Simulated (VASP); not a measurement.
Hf, 2 atoms in the cell. It takes space group P6_3/mmc (No. 194, hexagonal). The conventional cell has a = 3.232 Å, b = 3.232 Å, c = 5.115 Å, α = 90.00°, β = 90.00°, γ = 120.00°. Within 4.2 Å of Hf (site symmetry -6m2) lie 12 Hf at 3.17 to 3.23 Å. 

| Item | Value |
| --- | --- |
| Program | VASP 6.6.1 |
| Task | single point |
| Functional | BLYP |
| Potentials or basis | VASP PAW PBE potentials, release 64 (Hf_pv) |
| Cutoff | 520 eV |
| k mesh | 11 × 11 × 6 |
| Occupations | fermi-dirac, width 0.1 eV |
| Spin | no spin polarisation |
| Dipole correction | no |
| Further INCAR settings | ALGO = Normal; EDIFF = 1e-06; NBANDS = 17 |

Potentials or basis: VASP PAW PBE potentials, release 64 (Hf_pv).

The run is started by

```console
$ cat potpaw_PBE.64/Hf_pv/POTCAR > POTCAR
$ mpirun -np 1 vasp_std > vasp.out
```

Hardware: 1 thread of AMD EPYC 7R13 (shared host).

Problem. How long does it take, and how much memory?

Solution. Wall time 100 s on 1 thread of AMD EPYC 7R13 (shared host), peak memory 0.16 GiB. Counts: scf iterations 12, k points 64.
